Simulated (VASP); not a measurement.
# Si16C (a cell with a defect) in VASP: a series of runs

The runs below take Si16C (a cell with a defect) through single point, with PBE+D3(BJ).

All numbers are computed with VASP 6.6.1; they aren't measurements. Logs are shortened: lines on timing, memory, paths and dates and some standing lists are left out, and cuts for length are marked.

## (1) The cell of the first run

The cell holds a defect, 17 atoms: a = 7.679 Å, b = 7.679 Å, c = 7.679 Å, α = 60.00°, β = 60.00°, γ = 60.00°.

## (2) Single point, PBE+D3(BJ), collinear spin, zero start

File INCAR:

```
SYSTEM = Si16C
  PREC = Accurate
  ENCUT = 520
  EDIFF = 1E-6
  ISMEAR = 0
  SIGMA = 0.05
  LREAL = Auto
  LASPH = .True.
  NELM = 150
  ALGO = Normal
  ISIF = 2
  LWAVE = .False.
  LCHARG = .False.
  ISPIN = 2
  MAGMOM = 0 0 0 0 0 0 0 0 0 0 0 0 0 0 0 0 0
  LORBIT = 11
  GGA = PE
  IVDW = 12
  NBANDS = 52
```

File KPOINTS:

```
regular mesh
0
Gamma
  2 2 2
  0 0 0
```

File POSCAR:

```
Si16C
1.0
    0.0000000000      5.4300000000      5.4300000000
    5.4300000000      0.0000000000      5.4300000000
    5.4300000000      5.4300000000      0.0000000000
Si C
16 1
Direct
   -0.0137632597      0.0139892265      0.0139888582
    0.1161799263      0.1481985267      0.1224488029
   -0.0194457643      0.0206008287      0.4957205341
    0.1440835175      0.0649798343      0.6472945672
   -0.0215980663      0.5213240331      0.0120761510
    0.1210899632      0.6396028545      0.1187588398
    0.0569170350      0.4213684162      0.4655980663
    0.0771290055      0.6534052486      0.6440043278
    0.4896744936      0.0157748619      0.0054093002
    0.6136228361      0.1482710866      0.1224567219
    0.5035619705      0.0206608656      0.4957341621
    0.6066920810      0.1561745856      0.6309613260
    0.4887457643      0.5214019337      0.0119651013
    0.6049413444      0.6417879374      0.1488288214
    0.4731018416      0.5308392265      0.5234530387
    0.6259430018      0.6534895948      0.6438870166
    0.8945548803      0.5615276243      0.6498246777
```

Potentials or basis: VASP PAW PBE potentials, release 64 (Si, C).

On the command line:

```console
> cat potpaw_PBE.64/Si/POTCAR potpaw_PBE.64/C/POTCAR > POTCAR
> mpirun -np 1 vasp_std > vasp.out
```

OUTCAR:

```text
SYSTEM = Si16C
   PREC = Accurate
   ENCUT = 520
   EDIFF = 1E-6
   ISMEAR = 0
   LREAL = Auto
   LASPH = .True.
   NELM = 150
   ISIF = 2
   ISPIN = 2
   LORBIT = 11
   GGA = PE
   IVDW = 12
 IVDW          = 12

 ion  position               nearest neighbor table
   1  0.986  0.014  0.014-   2 2.34  10 2.34   4 2.35   6 2.35
   2  0.116  0.148  0.122-   1 2.34   5 2.34   9 2.34   3 2.34
   3  0.981  0.021  0.496-   4 2.31   8 2.31   2 2.34  12 2.35
   4  0.144  0.065  0.647-   7 2.27   3 2.31  11 2.31   1 2.35
   5  0.978  0.521  0.012-   6 2.31   8 2.31   2 2.34  14 2.34
   6  0.121  0.640  0.119-   7 2.28   5 2.31  13 2.31   1 2.35
   7  0.057  0.421  0.466-  17 1.77   4 2.27   6 2.28   8 2.83  16 2.83
   8  0.077  0.653  0.644-  17 1.83   3 2.31   5 2.31  15 2.49   7 2.83
   9  0.490  0.016  0.005-  10 2.34   2 2.34  14 2.35  12 2.35
  10  0.614  0.148  0.122-   1 2.34  13 2.34   9 2.34  11 2.34
  11  0.504  0.021  0.496-   4 2.31  16 2.31  10 2.34  12 2.35
  12  0.607  0.156  0.631-   3 2.35  11 2.35   9 2.35  15 2.35
  13  0.489  0.521  0.012-   6 2.31  16 2.31  10 2.34  14 2.34
  14  0.605  0.642  0.149-  13 2.34   5 2.34   9 2.35  15 2.35
  15  0.473  0.531  0.523-  14 2.35  12 2.35  16 2.49   8 2.49
  16  0.626  0.653  0.644-  17 1.83  11 2.31  13 2.31  15 2.49   7 2.83
  17  0.895  0.562  0.650-   7 1.77   8 1.83  16 1.83

  LATTYP: Found a face centered cubic cell.
 ALAT       =    10.8600000000

  Lattice vectors:

 A1 = (   0.0000000000,   5.4300000000,   5.4300000000)
 A2 = (   5.4300000000,   0.0000000000,   5.4300000000)
 A3 = (   5.4300000000,   5.4300000000,   0.0000000000)

Analysis of symmetry for initial positions (statically):
=====================================================================
 Subroutine PRICEL returns:
 Original cell was already a primitive cell.

 Routine SETGRP: Setting up the symmetry group for a
 face centered cubic supercell.

 Subroutine GETGRP returns: Found  1 space group operations
 (whereof  1 operations were pure point group operations)
 out of a pool of 48 trial point group operations.

The static configuration has the point symmetry C_1 .

Analysis of symmetry for dynamics (positions and initial velocities):
=====================================================================
 Subroutine PRICEL returns:
 Original cell was already a primitive cell.

 Routine SETGRP: Setting up the symmetry group for a
 face centered cubic supercell.

 Subroutine GETGRP returns: Found  1 space group operations
 (whereof  1 operations were pure point group operations)
 out of a pool of 48 trial point group operations.

The dynamic configuration has the point symmetry C_1 .

Analysis of structural, dynamic, and magnetic symmetry:
=====================================================================
 Subroutine PRICEL returns:
 Original cell was already a primitive cell.

 Routine SETGRP: Setting up the symmetry group for a
 face centered cubic supercell.

 Subroutine GETGRP returns: Found  1 space group operations
 (whereof  1 operations were pure point group operations)
 out of a pool of 48 trial point group operations.

The overall configuration has the point symmetry C_1 .

 Subroutine INISYM returns: Found  1 space group operations
 (whereof  1 operations are pure point group operations),
 and found     1 'primitive' translations

----------------------------------------------------------------------------------------

                                     Primitive cell

  volume of cell :     320.2060

  direct lattice vectors                    reciprocal lattice vectors
     0.000000000  5.430000000  5.430000000    -0.092081031  0.092081031  0.092081031
     5.430000000  0.000000000  5.430000000     0.092081031 -0.092081031  0.092081031
     5.430000000  5.430000000  0.000000000     0.092081031  0.092081031 -0.092081031

  length of vectors
     7.679179644  7.679179644  7.679179644     0.159489025  0.159489025  0.159489025

  position of ions in fractional coordinates (direct lattice)
     0.986236740  0.013989227  0.013988858
     0.116179926  0.148198527  0.122448803
     0.980554236  0.020600829  0.495720534
     0.144083518  0.064979834  0.647294567
     0.978401934  0.521324033  0.012076151
     0.121089963  0.639602854  0.118758840
[... 9 lines left out ...]
     0.625943002  0.653489595  0.643887017
     0.894554880  0.561527624  0.649824678

  ion indices of the primitive-cell ions
   primitive index   ion index
                 1           1
                 2           2
                 3           3
                 4           4
                 5           5
                 6           6
[... 9 lines left out ...]
                16          16
                17          17

----------------------------------------------------------------------------------------

 KPOINTS: regular mesh

Automatic generation of k-mesh.
 Grid dimensions read from file:
 generate k-points for:    2    2    2

 Generating k-lattice:

  Cartesian coordinates                     Fractional coordinates (reciprocal lattice)
    -0.046040516  0.046040516  0.046040516     0.500000000  0.000000000  0.000000000
     0.046040516 -0.046040516  0.046040516     0.000000000  0.500000000  0.000000000
     0.046040516  0.046040516 -0.046040516     0.000000000  0.000000000  0.500000000

  Length of vectors
     0.079744512  0.079744512  0.079744512

  Shift w.r.t. Gamma in fractional coordinates (k-lattice)
     0.000000000  0.000000000  0.000000000

 Subroutine IBZKPT returns following result:
 ===========================================

 Found      8 irreducible k-points:

 Following reciprocal coordinates:
            Coordinates               Weight
  0.000000  0.000000  0.000000      1.000000
  0.500000  0.000000  0.000000      1.000000
  0.000000  0.500000  0.000000      1.000000
  0.000000  0.000000  0.500000      1.000000
  0.500000  0.500000  0.500000      1.000000
  0.500000  0.500000  0.000000      1.000000
  0.000000  0.500000  0.500000      1.000000
  0.500000  0.000000  0.500000      1.000000
   k-points           NKPTS =      8   k-points in BZ     NKDIM =      8   number of bands    NBANDS=     52
   number of dos      NEDOS =    301   number of ions     NIONS =     17
   total plane-waves  NPLWV = 216000
   dimension x,y,z NGX =    60 NGY =   60 NGZ =   60
   dimension x,y,z NGXF=   120 NGYF=  120 NGZF=  120
   ions per type =              16   1
   NGX,Y,Z   is equivalent  to a cutoff of  12.99, 12.99, 12.99 a.u.
   NGXF,Y,Z  is equivalent  to a cutoff of  25.98, 25.98, 25.98 a.u.
 SYSTEM =  Si16C
   PREC   = accura    normal or accurate (medium, high low for compatibility)
   ISTART =      0    job   : 0-new  1-cont  2-samecut
   ICHARG =      2    charge: 1-file 2-atom 10-const
   ISPIN  =      2    spin polarized calculation?
   LNONCOLLINEAR =      F non collinear calculations
   LSORBIT =      F    spin-orbit coupling
   LASPH  =      T    aspherical Exc in radial PAW
   ENCUT  =  520.0 eV  38.22 Ry    6.18 a.u.  14.28 14.28 14.28*2*pi/ulx,y,z
   NELM   =    150;   NELMIN=  2; NELMDL= -5     # of ELM steps
   EDIFF  = 0.1E-05   stopping-criterion for ELM
   LREAL  =      T    real-space projection
   EDIFFG = 0.1E-04   stopping-criterion for IOM
   NSW    =      0    number of steps for IOM
   IBRION =     -1    ionic relax: 0-MD 1-quasi-New 2-CG
   NFREE  =      0    steps in history (QN), initial steepest desc. (CG)
   ISIF   =      2    stress and relaxation
   ISYM   =      2    0-nonsym 1-usesym 2-fastsym
   POTIM  = 0.5000    time-step for ionic-motion
   TEBEG  =    0.0;   TEEND  =   0.0 temperature during run
   PSTRESS=    0.0 pullay stress
   NELECT =      68.0000    total number of electrons
   NUPDOWN=      -1.0000    fix difference up-down
   EMIN   =  10.00;   EMAX   =-10.00  energy-range for DOS
   EFERMI =   0.00;   METHOD = LEGACY
   ISMEAR =     0;   SIGMA  =   0.05  broadening in eV -4-tet -1-fermi 0-gaus
   EFERMI_NEDOS =   21; number of points for ismear=-14 and -15
   IALGO  =     38    algorithm
   IMIX   =      4    mixing-type and parameters
     AMIX     =   0.40;   BMIX     =  1.00
     AMIX_MAG =   1.60;   BMIX_MAG =  1.00
  volume/ion in A,a.u.               =      18.84       127.11
  Fermi-wavevector in a.u.,A,eV,Ry     =   0.976715  1.845724 12.979587  0.953973
  Thomas-Fermi vector in A             =   2.107356
   LORBIT       =     11    0 simple, 1 ext, 2 COOP (PROOUT), +10 PAW based schemes
   GGA     = PE    functional components
   LHFCALC =     F    Hartree Fock is set to
   AEXX    =    0.0000 exact exchange contribution
   IVDW    =    12    specifies the selected vdW correction
   LEPSILON=     F    determine dielectric tensor
   LRPA    =     F    only Hartree local field effects (RPA)
 spin polarized calculation
 Gauss-broadening in eV      SIGMA  =   0.05
  energy-cutoff  :      520.00
  volume of cell :      320.21
 maximum number of plane-waves:      8646
 NGX is ok and might be reduce to    60
   NGX = 29   NGY = 29   NGZ = 29

 number of electron      67.9999999 magnetization      -0.0000178

 number of electron      67.9999999 magnetization       0.0000008

 Free energy of the ion-electron system (eV)
  ---------------------------------------------------
  ext. energy  EPLUGINS =         0.00000000
  ---------------------------------------------------
  free energy    TOTEN  =       -91.10963801 eV

  energy without entropy =      -91.10625218  energy(sigma->0) =      -91.10794510

 E-fermi :   6.3299     XC(G=0):  -9.5575

 val. band max:        6.2870290386   @ k =   0.0000   0.5000   0.0000
 cond. band min:       6.3728092344   @ k =   0.0000   0.0000   0.0000
 fundamental gap:      0.0857801958
 Fermi energy:         6.3299384577

 spin component 1

 k-point     1 :       0.0000    0.0000    0.0000
  band No.  band energies     occupation
      1      -7.0549      1.00000
      2      -5.3207      1.00000
      3      -3.8567      1.00000
      4      -3.8196      1.00000
      5      -3.7268      1.00000
      6      -2.9338      1.00000
[... 381 lines left out ...]
     45      10.1278      0.00000
     46      10.2108      0.00000
 Fermi energy:         6.3299384577

 spin component 2

 k-point     1 :       0.0000    0.0000    0.0000
  band No.  band energies     occupation
      1      -7.0549      1.00000
      2      -5.3207      1.00000
      3      -3.8567      1.00000
      4      -3.8196      1.00000
      5      -3.7268      1.00000
      6      -2.9338      1.00000
[... 381 lines left out ...]
     45      10.1278      0.00000
     46      10.2108      0.00000
 [bands above 46 left out]

------------------------ aborting loop because EDIFF is reached ----------------------------------------

 Edisp (eV)   -5.32910

 E8    (eV) :    -2.1876

  FORCE on cell =-STRESS in cart. coord.  units (eV):
  Direction    XX          YY          ZZ          XY          YZ          ZX
  --------------------------------------------------------------------------------------
  -------------------------------------------------------------------------------------
  Total       8.50104     0.50906     0.50811    -0.21354    -2.02023     0.21235
  in kB      42.53567     2.54711     2.54239    -1.06847   -10.10838     1.06250
  external pressure =       15.88 kB  Pullay stress =        0.00 kB

 VOLUME and BASIS-vectors are now :
 -----------------------------------------------------------------------------
  energy-cutoff  :      520.00
  volume of cell :      320.21
      direct lattice vectors                 reciprocal lattice vectors
     0.000000000  5.430000000  5.430000000    -0.092081031  0.092081031  0.092081031
     5.430000000  0.000000000  5.430000000     0.092081031 -0.092081031  0.092081031
     5.430000000  5.430000000  0.000000000     0.092081031  0.092081031 -0.092081031

 POSITION                                       TOTAL-FORCE (eV/Angst)
 -----------------------------------------------------------------------------------
      0.15192      5.43122      5.43123         0.005906     -0.001563      0.002603
      1.46961      1.29575      1.43557         0.003674      0.001794     -0.001376
      2.80363      8.01617      5.43627        -0.001557      0.001024      0.003105
      3.86765      4.29718      1.13521        -0.012957     -0.005415      0.005334
      2.89636      5.37830      8.14351         0.000716     -0.001559      0.000193
      4.11790      1.30238      4.13056        -0.009941      0.004705     -0.006227
[... 9 lines left out ...]
      7.04475      6.89518      6.94732         0.006241     -0.002744      0.001370
      6.57764      8.38598      7.90653        -0.000875      0.006114     -0.004675
 -----------------------------------------------------------------------------------
    total drift:                                0.004399      0.004470     -0.004171

  FREE ENERGIE OF THE ION-ELECTRON SYSTEM (eV)
  ---------------------------------------------------
  free  energy   TOTEN  =       -96.4387422204 eV

  energy  without entropy=      -96.4353563875  energy(sigma->0) =      -96.43704930

 total charge

# of ion       s       p       d       tot
------------------------------------------
    1        0.741   0.947   0.000   1.688
    2        0.741   0.958   0.000   1.699
    3        0.748   0.959   0.000   1.708
    4        0.752   0.973   0.000   1.725
    5        0.753   0.953   0.000   1.706
    6        0.754   0.974   0.000   1.727
[... 9 lines left out ...]
   16        0.748   0.923   0.000   1.671
   17        0.884   1.603   0.000   2.487
--------------------------------------------------
tot         12.871  16.780   0.000  29.651

 magnetization (x)

# of ion       s       p       d       tot
------------------------------------------
    1        0.000   0.000   0.000   0.000
    2        0.000   0.000   0.000   0.000
    3       -0.000   0.000   0.000   0.000
    4       -0.000   0.000   0.000   0.000
    5        0.000   0.000   0.000   0.000
    6       -0.000  -0.000   0.000  -0.000
[... 9 lines left out ...]
   16        0.000  -0.000   0.000   0.000
   17        0.000   0.000   0.000   0.000
--------------------------------------------------
tot          0.000   0.000   0.000   0.000
```

Run time: 18 min. Hardware: 1 thread of Intel Xeon 8259CL, shared host; peak memory 0.71 GiB.

Results:

```yaml
Free_energy: -96.4387 eV
Pressure: 1.6 GPa
Largest_force: 0.015 eV/Å
Band_gap_on_the_k_mesh: zero (filled and empty bands overlap)
Net_moment: 0.00 μB per cell
Valence_electrons_inside_the_program's_atomic_spheres: Si 1.69, 1.70, 1.71, 1.73, 1.72, 1.67, 1.65 (each value once); C 2.49
Dispersion_energy_per_atom: -0.313 eV
```

Forces on the atoms (eV/Å):
```
Si   0.006 -0.002  0.003
Si   0.004  0.002 -0.001
Si  -0.002  0.001  0.003
Si  -0.013 -0.005  0.005
Si   0.001 -0.002  0.000
Si  -0.010  0.005 -0.006
Si   0.004  0.005 -0.008
Si   0.007 -0.002  0.007
Si   0.001 -0.001  0.001
Si   0.002  0.002 -0.002
Si  -0.001 -0.004  0.001
Si  -0.004  0.004 -0.004
Si   0.000  0.000 -0.001
Si  -0.003 -0.002  0.004
Si   0.002 -0.004  0.002
Si   0.006 -0.003  0.001
C   -0.001  0.006 -0.005
```

Stress tensor (GPa, compression positive):
```
 4.25 -0.11  0.11
-0.11  0.25 -1.01
 0.11 -1.01  0.25
```

Caveat: the k points lie up to 0.50 Å⁻¹ apart, too coarse for converged energies and pressures of a metal.

(Part 1 of 2 ends here.)

The gap in the log of VASP goes by the Fermi energy; the results here count the filled bands.